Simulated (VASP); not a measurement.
# TiO2 (P4_2/mnm) in VASP: further runs, part 2 of 2

VASP 6.6.1.

## 6. Single point, LDA (10.82 Å³/atom)

This run uses another cell than the first one, of 10.82 Å³/atom.

File INCAR:

```
SYSTEM = TiO2
  PREC = Accurate
  ENCUT = 520
  EDIFF = 1E-6
  ISMEAR = -1
  SIGMA = 0.05
  LREAL = .FALSE.
  LASPH = .TRUE.
  NELM = 100
  ALGO = Normal
  ISIF = 2
  LWAVE = .FALSE.
  LCHARG = .FALSE.
  NBANDS = 33
```

File KPOINTS:

```
regular mesh
0
G
  7 7 10
  0 0 0
```

File POSCAR:

```
TiO2
1.0
    4.6544543012      0.0000000000      0.0000000000
    0.0000000000      4.6544543012      0.0000000000
    0.0000000000      0.0000000000      2.9979386759
Ti O
2 4
Direct
    0.0000000000      0.0000000000      0.0000000000
    0.5000000000      0.5000000000      0.5000000000
    0.3060000000      0.3060000000      0.0000000000
    0.1940000000      0.8060000000      0.5000000000
    0.6940000000      0.6940000000      0.0000000000
    0.8060000000      0.1940000000      0.5000000000
```

Potentials or basis: VASP PAW LDA potentials, release 64 (Ti_sv, O).

The run is started by

```bash
$ cat potpaw_LDA.64/Ti_sv/POTCAR potpaw_LDA.64/O/POTCAR > POTCAR
$ mpirun -np 1 vasp_std > vasp.out
```

OUTCAR:

```text
SYSTEM = TiO2
   PREC = Accurate
   ENCUT = 520
   EDIFF = 1E-6
   ISMEAR = -1
   LREAL = .FALSE.
   LASPH = .TRUE.
   NELM = 100
   ISIF = 2

 ion  position               nearest neighbor table
   1  0.000  0.000  0.000-   4 1.97   6 1.97   4 1.97   6 1.97   5 2.01   3 2.01
   2  0.500  0.500  0.500-   3 1.97   5 1.97   3 1.97   5 1.97   4 2.01   6 2.01
   3  0.306  0.306  0.000-   2 1.97   2 1.97   1 2.01
   4  0.194  0.806  0.500-   1 1.97   1 1.97   2 2.01
   5  0.694  0.694  0.000-   2 1.97   2 1.97   1 2.01
   6  0.806  0.194  0.500-   1 1.97   1 1.97   2 2.01

  LATTYP: Found a simple tetragonal cell.
 ALAT       =     4.6544543012
 C/A-ratio  =     0.6441010013

  Lattice vectors:

 A1 = (   4.6544543012,   0.0000000000,   0.0000000000)
 A2 = (   0.0000000000,   4.6544543012,   0.0000000000)
 A3 = (   0.0000000000,   0.0000000000,   2.9979386759)

Analysis of symmetry for initial positions (statically):
=====================================================================
 Subroutine PRICEL returns:
 Original cell was already a primitive cell.

 Routine SETGRP: Setting up the symmetry group for a
 simple tetragonal supercell.

 Subroutine GETGRP returns: Found 16 space group operations
 (whereof  8 operations were pure point group operations)
 out of a pool of 16 trial point group operations.

The static configuration has the point symmetry D_2h.
 The point group associated with its full space group is D_4h.

Analysis of symmetry for dynamics (positions and initial velocities):
=====================================================================
 Subroutine PRICEL returns:
 Original cell was already a primitive cell.

 Routine SETGRP: Setting up the symmetry group for a
 simple tetragonal supercell.

 Subroutine GETGRP returns: Found 16 space group operations
 (whereof  8 operations were pure point group operations)
 out of a pool of 16 trial point group operations.

The dynamic configuration has the point symmetry D_2h.
 The point group associated with its full space group is D_4h.

 Subroutine INISYM returns: Found 16 space group operations
 (whereof  8 operations are pure point group operations),
 and found     1 'primitive' translations

----------------------------------------------------------------------------------------

                                     Primitive cell

  volume of cell :      64.9472

  direct lattice vectors                    reciprocal lattice vectors
     4.654454301  0.000000000  0.000000000     0.214847958  0.000000000  0.000000000
     0.000000000  4.654454301  0.000000000     0.000000000  0.214847958  0.000000000
     0.000000000  0.000000000  2.997938676     0.000000000  0.000000000  0.333562527

  length of vectors
     4.654454301  4.654454301  2.997938676     0.214847958  0.214847958  0.333562527

  position of ions in fractional coordinates (direct lattice)
     0.000000000  0.000000000  0.000000000
     0.500000000  0.500000000  0.500000000
     0.306000000  0.306000000  0.000000000
     0.194000000  0.806000000  0.500000000
     0.694000000  0.694000000  0.000000000
     0.806000000  0.194000000  0.500000000

[... 32 lines left out ...]

 Found     60 irreducible k-points:

 Following reciprocal coordinates:
            Coordinates               Weight
  0.000000  0.000000  0.000000      1.000000
  0.142857  0.000000  0.000000      4.000000
  0.285714  0.000000  0.000000      4.000000
  0.428571  0.000000  0.000000      4.000000
  0.142857  0.142857  0.000000      4.000000
  0.285714  0.142857  0.000000      8.000000
[... 16 lines left out ...]
  0.285714  0.000000  0.200000      8.000000
  0.428571  0.000000  0.200000      8.000000
 [... further k-points ...]
   k-points           NKPTS =     60   k-points in BZ     NKDIM =     60   number of bands    NBANDS=     33
   number of dos      NEDOS =    301   number of ions     NIONS =      6
   total plane-waves  NPLWV =  31104
   dimension x,y,z NGX =    36 NGY =   36 NGZ =   24
   dimension x,y,z NGXF=    72 NGYF=   72 NGZF=   48
   ions per type =               2   4
   NGX,Y,Z   is equivalent  to a cutoff of  12.86, 12.86, 13.31 a.u.
   NGXF,Y,Z  is equivalent  to a cutoff of  25.72, 25.72, 26.62 a.u.
 SYSTEM =  TiO2
   PREC   = accura    normal or accurate (medium, high low for compatibility)
   ISTART =      0    job   : 0-new  1-cont  2-samecut
   ICHARG =      2    charge: 1-file 2-atom 10-const
   ISPIN  =      1    spin polarized calculation?
   LNONCOLLINEAR =      F non collinear calculations
   LSORBIT =      F    spin-orbit coupling
   LASPH  =      T    aspherical Exc in radial PAW
   ENCUT  =  520.0 eV  38.22 Ry    6.18 a.u.   8.65  8.65  5.57*2*pi/ulx,y,z
   NELM   =    100;   NELMIN=  2; NELMDL= -5     # of ELM steps
   EDIFF  = 0.1E-05   stopping-criterion for ELM
   LREAL  =      F    real-space projection
   EDIFFG = 0.1E-04   stopping-criterion for IOM
   NSW    =      0    number of steps for IOM
   IBRION =     -1    ionic relax: 0-MD 1-quasi-New 2-CG
   NFREE  =      0    steps in history (QN), initial steepest desc. (CG)
   ISIF   =      2    stress and relaxation
   ISYM   =      2    0-nonsym 1-usesym 2-fastsym
   POTIM  = 0.5000    time-step for ionic-motion
   TEBEG  =    0.0;   TEEND  =   0.0 temperature during run
   PSTRESS=    0.0 pullay stress
   NELECT =      48.0000    total number of electrons
   NUPDOWN=      -1.0000    fix difference up-down
   EMIN   =  10.00;   EMAX   =-10.00  energy-range for DOS
   EFERMI =   0.00;   METHOD = LEGACY
   ISMEAR =    -1;   SIGMA  =   0.05  broadening in eV -4-tet -1-fermi 0-gaus
   EFERMI_NEDOS =   21; number of points for ismear=-14 and -15
   IALGO  =     38    algorithm
   IMIX   =      4    mixing-type and parameters
     AMIX     =   0.40;   BMIX     =  1.00
     AMIX_MAG =   1.60;   BMIX_MAG =  1.00
  volume/ion in A,a.u.               =      10.82        73.05
  Fermi-wavevector in a.u.,A,eV,Ry     =   1.480137  2.797053 29.807705  2.190805
  Thomas-Fermi vector in A             =   2.594208
   LORBIT       =      0    0 simple, 1 ext, 2 COOP (PROOUT), +10 PAW based schemes
   GGA     = CA    functional components
   LHFCALC =     F    Hartree Fock is set to
   AEXX    =    0.0000 exact exchange contribution
   IVDW    =     0    specifies the selected vdW correction
   LEPSILON=     F    determine dielectric tensor
   LRPA    =     F    only Hartree local field effects (RPA)
 non-spin polarized calculation
  energy-cutoff  :      520.00
  volume of cell :       64.95
 maximum number of plane-waves:      1787
 NGX is ok and might be reduce to    36
   NGX = 17   NGY = 17   NGZ = 11

 number of electron      48.0000020 magnetization

 Free energy of the ion-electron system (eV)
  ---------------------------------------------------
  ext. energy  EPLUGINS =         0.00000000
  ---------------------------------------------------
  free energy    TOTEN  =       -58.56884418 eV

  energy without entropy =      -58.56884417  energy(sigma->0) =      -58.56884417

 E-fermi :   4.9652     XC(G=0): -11.7833

 val. band max:        4.1286737993   @ k =   0.0000   0.0000   0.0000
 cond. band min:       5.8579662913   @ k =   0.0000   0.0000   0.0000
 fundamental gap:      1.7292924920
 Fermi energy:         4.9651748540

 k-point     1 :       0.0000    0.0000    0.0000
  band No.  band energies     occupation
      1     -52.1601      2.00000
      2     -52.1451      2.00000
      3     -28.8330      2.00000
      4     -28.8330      2.00000
      5     -28.6865      2.00000
      6     -28.6865      2.00000
[... 853 lines left out ...]
     32       9.2647      0.00000
     33      10.1416      0.00000

 [... further k-points ...]

------------------------ aborting loop because EDIFF is reached ----------------------------------------

  FORCE on cell =-STRESS in cart. coord.  units (eV):
  Direction    XX          YY          ZZ          XY          YZ          ZX
  --------------------------------------------------------------------------------------
  -------------------------------------------------------------------------------------
  Total       -5.4129720     -5.4129720     -7.4985470      0.0000000      0.0000000      0.0000000
  in kB     -133.5322223   -133.5322223   -184.9811249      0.0000000      0.0000000      0.0000000
  external PRESSURE =    -150.6818565 kB  Pullay stress =       0.0000000 kB

 VOLUME and BASIS-vectors are now :
 -----------------------------------------------------------------------------
  energy-cutoff  :      520.00
  volume of cell :       64.95
      direct lattice vectors                 reciprocal lattice vectors
     4.654454301  0.000000000  0.000000000     0.214847958  0.000000000  0.000000000
     0.000000000  4.654454301  0.000000000     0.000000000  0.214847958  0.000000000
     0.000000000  0.000000000  2.997938676     0.000000000  0.000000000  0.333562527

 POSITION                                       TOTAL-FORCE (eV/Angst)
 -----------------------------------------------------------------------------------
      0.00000      0.00000      0.00000         0.000000     -0.000000      0.000000
      2.32723      2.32723      1.49897         0.000000     -0.000000      0.000000
      1.42426      1.42426      0.00000         0.051344      0.051344     -0.000000
      0.90296      3.75149      1.49897        -0.051344      0.051344     -0.000000
      3.23019      3.23019      0.00000        -0.051344     -0.051344      0.000000
      3.75149      0.90296      1.49897         0.051344     -0.051344      0.000000
 -----------------------------------------------------------------------------------
    total drift:                               -0.000000      0.000000      0.000000

  FREE ENERGIE OF THE ION-ELECTRON SYSTEM (eV)
  ---------------------------------------------------
  free  energy   TOTEN  =       -58.5688441753 eV

  energy  without entropy=      -58.5688441734  energy(sigma->0) =      -58.56884417
```

OSZICAR:

```text
N       E                     dE             d eps       ncg     rms          rms(c)
DAV:   1     0.635782123025E+03    0.63578E+03   -0.24185E+04  3960   0.170E+03
DAV:   2     0.175086759030E+02   -0.61827E+03   -0.57231E+03  4328   0.506E+02
DAV:   3    -0.712040741448E+02   -0.88713E+02   -0.87088E+02  5381   0.184E+02
DAV:   4    -0.758011269084E+02   -0.45971E+01   -0.45854E+01  5757   0.399E+01
DAV:   5    -0.759723010903E+02   -0.17117E+00   -0.17115E+00  5275   0.617E+00    0.297E+01
DAV:   6    -0.594719488093E+02    0.16500E+02   -0.77343E+01  5159   0.861E+01    0.122E+01
DAV:   7    -0.590874599698E+02    0.38449E+00   -0.15307E+01  5107   0.355E+01    0.885E+00
DAV:   8    -0.589579219414E+02    0.12954E+00   -0.48103E-01  4873   0.492E+00    0.755E+00
DAV:   9    -0.588050825064E+02    0.15284E+00   -0.18331E+00  5190   0.151E+01    0.443E+00
DAV:  10    -0.585792890493E+02    0.22579E+00   -0.11006E+00  5064   0.930E+00    0.897E-01
DAV:  11    -0.585696379330E+02    0.96511E-02   -0.53977E-02  5360   0.195E+00    0.413E-01
DAV:  12    -0.585707618922E+02   -0.11240E-02   -0.67645E-03  4656   0.100E+00    0.353E-01
DAV:  13    -0.585688986300E+02    0.18633E-02   -0.34817E-03  5494   0.516E-01    0.770E-02
DAV:  14    -0.585688689075E+02    0.29722E-04   -0.28569E-04  5363   0.112E-01    0.429E-02
DAV:  15    -0.585688491962E+02    0.19711E-04   -0.33814E-05  5656   0.463E-02    0.184E-02
DAV:  16    -0.585688442844E+02    0.49118E-05   -0.12440E-05  5494   0.284E-02    0.425E-03
DAV:  17    -0.585688441753E+02    0.10914E-06   -0.90335E-07  2578   0.774E-03
   1 F= -.58568844E+02 E0= -.58568844E+02  d E =-.186863E-08
```

Wall time 2 min (1 thread of Intel Xeon 8259CL, shared host); peak memory 0.22 GiB.

What came out:

```yaml
Free_energy: -58.5688 eV
Pressure: -15.1 GPa
Largest_force: 0.073 eV/Å
Band_gap_on_the_k_mesh: 1.73 eV
```

Forces on the atoms (eV/Å):
```
Ti   0.000  0.000  0.000
Ti   0.000  0.000  0.000
O    0.051  0.051  0.000
O   -0.051  0.051  0.000
O   -0.051 -0.051  0.000
O    0.051 -0.051  0.000
```

Caveat: the cell stands under tension; an odd mesh through Γ misses points on the zone boundary, where band edges can lie.

## 7. Summary

```csv
cell,gap on the mesh (eV),pressure (GPa),largest force (eV/Å)
"a = 4.684, b = 4.684, c = 3.017 Å, 6 atoms",1.68,-18.6,0.16
"a = 4.500, b = 4.500, c = 2.899 Å, 6 atoms",1.97,9.7,0.50
"a = 4.563, b = 4.563, c = 2.939 Å, 6 atoms",1.87,-1.9,0.25
"a = 4.609, b = 4.609, c = 2.969 Å, 6 atoms",1.80,-9.0,0.08
"a = 4.654, b = 4.654, c = 2.998 Å, 6 atoms",1.73,-15.1,0.07
```

Alike in all rows: task single point; level LDA; potentials or basis VASP PAW LDA potentials, release 64 (Ti_sv, O); no spin polarisation; k mesh 7 × 7 × 10; cutoff (eV) 520; smearing fermi-dirac 0.05 eV.

Caveats: an odd mesh through Γ misses points on the zone boundary, where band edges can lie; the cell stands under tension (at least some runs); the cell stands under pressure (at least some runs).

Total energies depend on the potentials used, so only differences within one code and one set of settings carry meaning.
